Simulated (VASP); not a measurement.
# NiSb (Breithauptite) (P6_3/mmc) in VASP: single point with LDA

Aim: the single point of NiSb (Breithauptite) with LDA.

All numbers are computed with VASP 6.6.1; they aren't measurements. Logs are shortened: lines on timing, memory, paths and dates and some standing lists are left out, and cuts for length are marked.

**1. The cell of the first run**

Symmetry: P6_3/mmc, No. 194, hexagonal system. Conventional cell: a = 3.928 Å, b = 3.928 Å, c = 5.120 Å, α = 90.00°, β = 90.00°, γ = 120.00°. Ni (site symmetry -3m) has 2 Ni at 2.56 Å and 6 Sb at 2.60 Å within 3.4 Å. Within 3.4 Å of Sb (site symmetry -6m2) lie 6 Ni at 2.60 Å.

**2. Single point, LDA, collinear spin, ferromagnetic start**

Input file INCAR:

```
SYSTEM = NiSb
PREC     = Accurate       ! precision mode
ENCUT    = 520            ! plane-wave cutoff, eV
EDIFF    = 1E-6           ! SCF threshold, eV
ISMEAR   = -1             ! smearing method
SIGMA    = 0.05           ! smearing width, eV
LREAL    = .FALSE.        ! projectors in reciprocal space
LASPH    = .TRUE.         ! aspherical terms in the spheres
NELM     = 150            ! most SCF steps
ALGO     = Normal         ! electronic algorithm
ISIF     = 2              ! what is computed and relaxed
LWAVE    = .FALSE.        ! write WAVECAR
LCHARG   = .FALSE.        ! write CHGCAR
ISPIN    = 2              ! spin polarisation
MAGMOM   = 1.5 1.5 0 0    ! initial moments
LORBIT   = 11             ! projections on sites
LMAXMIX  = 4              ! l up to which the mixer works
NBANDS   = 27             ! bands
```

Input file KPOINTS:

```
regular mesh
0
G
  12 12 6
  0 0 0
```

Input file POSCAR:

```
NiSb
1.0
    3.9280000000      0.0000000000      0.0000000000
   -1.9640000000      3.4017477861      0.0000000000
    0.0000000000      0.0000000000      5.1200000000
Ni Sb
2 2
Direct
    0.0000000000      0.0000000000      0.0000000000
    0.0000000000      0.0000000000      0.5000000000
    0.3333333333      0.6666666667      0.2500000000
    0.6666666667      0.3333333333      0.7500000000
```

Potentials or basis: VASP PAW LDA potentials, release 64 (Ni, Sb).

On the command line:

```console
cat potpaw_LDA.64/Ni/POTCAR potpaw_LDA.64/Sb/POTCAR > POTCAR
mpirun -np 1 vasp_std > vasp.out
```

OUTCAR:

```text
SYSTEM = NiSb
   PREC = Accurate
   ENCUT = 520
   EDIFF = 1E-6
   ISMEAR = -1
   LREAL = .FALSE.
   LASPH = .TRUE.
   NELM = 150
   ISIF = 2
   ISPIN = 2
   LORBIT = 11

 ion  position               nearest neighbor table
   1  0.000  0.000  0.000-   2 2.56   2 2.56   4 2.60   3 2.60   4 2.60   3 2.60   4 2.60   3 2.60

   2  0.000  0.000  0.500-   1 2.56   1 2.56   4 2.60   3 2.60   4 2.60   3 2.60   4 2.60   3 2.60

   3  0.333  0.667  0.250-   1 2.60   2 2.60   1 2.60   2 2.60   1 2.60   2 2.60   4 3.42   4 3.42
                             4 3.42   4 3.42   4 3.42   4 3.42
   4  0.667  0.333  0.750-   1 2.60   2 2.60   1 2.60   2 2.60   1 2.60   2 2.60   3 3.42   3 3.42
                             3 3.42   3 3.42   3 3.42   3 3.42

  LATTYP: Found a hexagonal cell.
 ALAT       =     3.9280000000
 C/A-ratio  =     1.3034623218

  Lattice vectors:

 A1 = (   3.9280000000,   0.0000000000,   0.0000000000)
 A2 = (  -1.9640000000,   3.4017477861,   0.0000000000)
 A3 = (   0.0000000000,   0.0000000000,   5.1200000000)

Analysis of symmetry for initial positions (statically):
=====================================================================
 Subroutine PRICEL returns:
 Original cell was already a primitive cell.

 Routine SETGRP: Setting up the symmetry group for a
 hexagonal supercell.

 Subroutine GETGRP returns: Found 24 space group operations
 (whereof 12 operations were pure point group operations)
 out of a pool of 24 trial point group operations.

The static configuration has the point symmetry D_3d.
 The point group associated with its full space group is D_6h.

Analysis of symmetry for dynamics (positions and initial velocities):
=====================================================================
 Subroutine PRICEL returns:
 Original cell was already a primitive cell.

 Routine SETGRP: Setting up the symmetry group for a
 hexagonal supercell.

 Subroutine GETGRP returns: Found 24 space group operations
 (whereof 12 operations were pure point group operations)
 out of a pool of 24 trial point group operations.

The dynamic configuration has the point symmetry D_3d.
 The point group associated with its full space group is D_6h.

Analysis of structural, dynamic, and magnetic symmetry:
=====================================================================
 Subroutine PRICEL returns:
 Original cell was already a primitive cell.

 Routine SETGRP: Setting up the symmetry group for a
 hexagonal supercell.

 Subroutine GETGRP returns: Found 24 space group operations
 (whereof 12 operations were pure point group operations)
 out of a pool of 24 trial point group operations.

The overall configuration has the point symmetry D_3d.
 The point group associated with its full space group is D_6h.

 Subroutine INISYM returns: Found 24 space group operations
 (whereof 12 operations are pure point group operations),
 and found     1 'primitive' translations

----------------------------------------------------------------------------------------

                                     Primitive cell

  volume of cell :      68.4138

  direct lattice vectors                    reciprocal lattice vectors
     3.928000000  0.000000000  0.000000000     0.254582485  0.146983266  0.000000000
    -1.964000000  3.401747786  0.000000000     0.000000000  0.293966532  0.000000000
     0.000000000  0.000000000  5.120000000     0.000000000  0.000000000  0.195312500

  length of vectors
     3.928000000  3.928000000  5.120000000     0.293966532  0.293966532  0.195312500

  position of ions in fractional coordinates (direct lattice)
     0.000000000  0.000000000  0.000000000
     0.000000000  0.000000000  0.500000000
     0.333333333  0.666666667  0.250000000
     0.666666667  0.333333333  0.750000000

  ion indices of the primitive-cell ions
   primitive index   ion index
                 1           1
                 2           2
                 3           3
                 4           4

----------------------------------------------------------------------------------------

 KPOINTS: regular mesh

Automatic generation of k-mesh.
 Grid dimensions read from file:
 generate k-points for:   12   12    6

 Generating k-lattice:

  Cartesian coordinates                     Fractional coordinates (reciprocal lattice)
     0.021215207  0.012248606  0.000000000     0.083333333  0.000000000  0.000000000
     0.000000000  0.024497211  0.000000000     0.000000000  0.083333333  0.000000000
     0.000000000  0.000000000  0.032552083     0.000000000  0.000000000  0.166666667

  Length of vectors
     0.024497211  0.024497211  0.032552083

  Shift w.r.t. Gamma in fractional coordinates (k-lattice)
     0.000000000  0.000000000  0.000000000

 Subroutine IBZKPT returns following result:
 ===========================================

 Found     76 irreducible k-points:

 Following reciprocal coordinates:
            Coordinates               Weight
  0.000000  0.000000  0.000000      1.000000
  0.083333  0.000000  0.000000      6.000000
  0.166667  0.000000  0.000000      6.000000
  0.250000  0.000000  0.000000      6.000000
  0.333333  0.000000  0.000000      6.000000
  0.416667  0.000000  0.000000      6.000000
[... 16 lines left out ...]
  0.250000  0.000000  0.166667     12.000000
  0.333333  0.000000  0.166667     12.000000
 [... further k-points ...]
   k-points           NKPTS =     76   k-points in BZ     NKDIM =     76   number of bands    NBANDS=     27
   number of dos      NEDOS =    301   number of ions     NIONS =      4
   total plane-waves  NPLWV =  36000
   dimension x,y,z NGX =    30 NGY =   30 NGZ =   40
   dimension x,y,z NGXF=    60 NGYF=   60 NGZF=   80
   ions per type =               2   2
   NGX,Y,Z   is equivalent  to a cutoff of  12.70, 12.70, 12.99 a.u.
   NGXF,Y,Z  is equivalent  to a cutoff of  25.39, 25.39, 25.98 a.u.
 SYSTEM =  NiSb
   PREC   = accura    normal or accurate (medium, high low for compatibility)
   ISTART =      0    job   : 0-new  1-cont  2-samecut
   ICHARG =      2    charge: 1-file 2-atom 10-const
   ISPIN  =      2    spin polarized calculation?
   LNONCOLLINEAR =      F non collinear calculations
   LSORBIT =      F    spin-orbit coupling
   LASPH  =      T    aspherical Exc in radial PAW
   ENCUT  =  520.0 eV  38.22 Ry    6.18 a.u.   7.30  7.30  9.52*2*pi/ulx,y,z
   NELM   =    150;   NELMIN=  2; NELMDL= -5     # of ELM steps
   EDIFF  = 0.1E-05   stopping-criterion for ELM
   LREAL  =      F    real-space projection
   EDIFFG = 0.1E-04   stopping-criterion for IOM
   NSW    =      0    number of steps for IOM
   IBRION =     -1    ionic relax: 0-MD 1-quasi-New 2-CG
   NFREE  =      0    steps in history (QN), initial steepest desc. (CG)
   ISIF   =      2    stress and relaxation
   ISYM   =      2    0-nonsym 1-usesym 2-fastsym
   POTIM  = 0.5000    time-step for ionic-motion
   TEBEG  =    0.0;   TEEND  =   0.0 temperature during run
   PSTRESS=    0.0 pullay stress
   NELECT =      30.0000    total number of electrons
   NUPDOWN=      -1.0000    fix difference up-down
   EMIN   =  10.00;   EMAX   =-10.00  energy-range for DOS
   EFERMI =   0.00;   METHOD = LEGACY
   ISMEAR =    -1;   SIGMA  =   0.05  broadening in eV -4-tet -1-fermi 0-gaus
   EFERMI_NEDOS =   21; number of points for ismear=-14 and -15
   IALGO  =     38    algorithm
   IMIX   =      4    mixing-type and parameters
     AMIX     =   0.40;   BMIX     =  1.00
     AMIX_MAG =   1.60;   BMIX_MAG =  1.00
  volume/ion in A,a.u.               =      17.10       115.42
  Fermi-wavevector in a.u.,A,eV,Ry     =   1.243753  2.350352 21.047138  1.546921
  Thomas-Fermi vector in A             =   2.378050
   LORBIT       =     11    0 simple, 1 ext, 2 COOP (PROOUT), +10 PAW based schemes
   GGA     = CA    functional components
   LHFCALC =     F    Hartree Fock is set to
   AEXX    =    0.0000 exact exchange contribution
   IVDW    =     0    specifies the selected vdW correction
   LEPSILON=     F    determine dielectric tensor
   LRPA    =     F    only Hartree local field effects (RPA)
 spin polarized calculation
  energy-cutoff  :      520.00
  volume of cell :       68.41
 maximum number of plane-waves:      1892
 NGX is ok and might be reduce to    30
   NGX = 15   NGY = 15   NGZ = 19

 number of electron      30.0000034 magnetization      -0.0005079

 number of electron      30.0000034 magnetization       0.0001453

 Free energy of the ion-electron system (eV)
  ---------------------------------------------------
  ext. energy  EPLUGINS =         0.00000000
  ---------------------------------------------------
  free energy    TOTEN  =       -24.11616180 eV

  energy without entropy =      -24.10175630  energy(sigma->0) =      -24.10895905

 E-fermi :   9.8915     XC(G=0): -11.7424

 val. band max:        9.8823784760   @ k =   0.1667   0.0000   0.1667
 cond. band min:       9.9426228565   @ k =   0.3333   0.0000   0.1667
 fundamental gap:      0.0602443806
 Fermi energy:         9.8914666168

 spin component 1

 k-point     1 :       0.0000    0.0000    0.0000
  band No.  band energies     occupation
      1      -3.1046      1.00000
      2       1.4230      1.00000
      3       3.6536      1.00000
      4       5.9317      1.00000
      5       5.9317      1.00000
      6       6.6973      1.00000
[... 19 lines left out ...]
     26      19.5134      0.00000
     27      19.5134      0.00000

 k-point     2 :       0.0833    0.0000    0.0000
  band No.  band energies     occupation
      1      -3.0173      1.00000
      2       1.4170      1.00000
      3       3.7523      1.00000
      4       5.9179      1.00000
      5       5.9508      1.00000
      6       6.6667      1.00000
[... 652 lines left out ...]
 k-point    24 :       0.3333    0.0000    0.1667
  band No.  band energies     occupation
      1      -1.6270      1.00000
      2       0.7796      1.00000
      3       4.1915      1.00000
      4       5.4023      1.00000
      5       6.2459      1.00000
      6       6.7469      1.00000
[... 19 lines left out ...]
     26      21.7305      0.00000
     27      21.7580      0.00000

 [... further k-points ...]

 spin component 2

 k-point     1 :       0.0000    0.0000    0.0000
  band No.  band energies     occupation
      1      -3.1046      1.00000
      2       1.4230      1.00000
      3       3.6536      1.00000
      4       5.9318      1.00000
      5       5.9318      1.00000
      6       6.6974      1.00000
[... 19 lines left out ...]
     26      19.5134      0.00000
     27      19.5134      0.00000

 k-point     2 :       0.0833    0.0000    0.0000
  band No.  band energies     occupation
      1      -3.0173      1.00000
      2       1.4170      1.00000
      3       3.7523      1.00000
      4       5.9179      1.00000
      5       5.9508      1.00000
      6       6.6668      1.00000
[... 652 lines left out ...]
 k-point    24 :       0.3333    0.0000    0.1667
  band No.  band energies     occupation
      1      -1.6271      1.00000
      2       0.7796      1.00000
      3       4.1915      1.00000
      4       5.4023      1.00000
      5       6.2459      1.00000
      6       6.7469      1.00000
[... 19 lines left out ...]
     26      21.7305      0.00000
     27      21.7580      0.00000

 [... further k-points ...]
[... 5 lines left out ...]
  --------------------------------------------------------------------------------------
  -------------------------------------------------------------------------------------
  Total       -2.1540811     -2.1540811     -2.4249849      0.0000000      0.0000000      0.0000000
  in kB      -50.4462726    -50.4462726    -56.7905497      0.0000000      0.0000000      0.0000000
  external PRESSURE =     -52.5610317 kB  Pullay stress =       0.0000000 kB

 VOLUME and BASIS-vectors are now :
 -----------------------------------------------------------------------------
  energy-cutoff  :      520.00
  volume of cell :       68.41
      direct lattice vectors                 reciprocal lattice vectors
     3.928000000  0.000000000  0.000000000     0.254582485  0.146983266  0.000000000
    -1.964000000  3.401747786  0.000000000     0.000000000  0.293966532  0.000000000
     0.000000000  0.000000000  5.120000000     0.000000000  0.000000000  0.195312500

 POSITION                                       TOTAL-FORCE (eV/Angst)
 -----------------------------------------------------------------------------------
      0.00000      0.00000      0.00000         0.000000      0.000000      0.000000
      0.00000      0.00000      2.56000         0.000000      0.000000      0.000000
     -0.00000      2.26783      1.28000        -0.000000      0.000000     -0.000000
      1.96400      1.13392      3.84000         0.000000     -0.000000     -0.000000
 -----------------------------------------------------------------------------------
    total drift:                               -0.000000     -0.000000     -0.000000

  FREE ENERGIE OF THE ION-ELECTRON SYSTEM (eV)
  ---------------------------------------------------
  free  energy   TOTEN  =       -24.1161618041 eV

  energy  without entropy=      -24.1017562959  energy(sigma->0) =      -24.10895905

 total charge

# of ion       s       p       d       tot
------------------------------------------
    1        0.454   0.485   8.485   9.423
    2        0.454   0.485   8.485   9.423
    3        1.142   1.230   0.080   2.451
    4        1.142   1.230   0.080   2.451
--------------------------------------------------
tot          3.191   3.428  17.129  23.749

 magnetization (x)

# of ion       s       p       d       tot
------------------------------------------
    1        0.000   0.000   0.000   0.000
    2        0.000   0.000   0.000   0.000
    3       -0.000  -0.000   0.000  -0.000
    4       -0.000  -0.000   0.000  -0.000
--------------------------------------------------
tot          0.000  -0.000   0.000   0.000
```

Wall time 6.7 min (1 thread of Oxide Virtual Turin-like, shared host); peak memory 0.29 GiB.

Results:

```
Free energy                                           : -24.1162 eV
Pressure                                              : -5.3 GPa
Band gap on the k mesh                                : zero (filled and empty bands overlap)
Net moment                                            : 0.00 μB per cell
Valence electrons inside the program's atomic spheres : Ni 9.42; Sb 2.45
```

Levels at points of the mesh, in eV from the Fermi level:
Spin up:
| k point | band 11 | band 12 | band 13 | band 14 | band 15 | band 16 | band 17 | band 18 | band 19 | band 20 |
| --- | --- | --- | --- | --- | --- | --- | --- | --- | --- | --- |
| (0.00, 0.00, 0.00) | -1.35 | -1.35 | -0.03 | 0.60 | 0.60 | 2.49 | 2.49 | 3.15 | 4.00 | 5.28 |
| (0.50, 0.00, 0.00) | -2.10 | -1.89 | -1.61 | -1.41 | -1.33 | -0.40 | 1.15 | 3.47 | 3.98 | 5.37 |
| (0.00, 0.00, 0.50) | -2.09 | -2.09 | 0.23 | 0.23 | 2.07 | 2.07 | 2.07 | 2.07 | 5.21 | 5.21 |
| (0.50, 0.00, 0.50) | -1.92 | -1.92 | -1.81 | -1.81 | 0.21 | 0.21 | 1.69 | 1.69 | 5.17 | 5.17 |
Spin down:
| k point | band 13 | band 14 | band 15 | band 16 | band 17 | band 18 |
| --- | --- | --- | --- | --- | --- | --- |
| (0.00, 0.00, 0.00) | -0.03 | 0.60 | 0.60 | 2.49 | 2.49 | 3.15 |
| (0.50, 0.00, 0.00) | -1.61 | -1.41 | -1.33 | -0.40 | 1.15 | 3.47 |
| (0.00, 0.00, 0.50) | 0.23 | 0.23 | 2.07 | 2.07 | 2.07 | 2.07 |
| (0.50, 0.00, 0.50) | -1.81 | -1.81 | 0.21 | 0.21 | 1.69 | 1.69 |

Caveat: the starting moments collapsed, and a magnetic state may lie lower; spin-orbit coupling is left out, which moves the levels of the heavy elements.
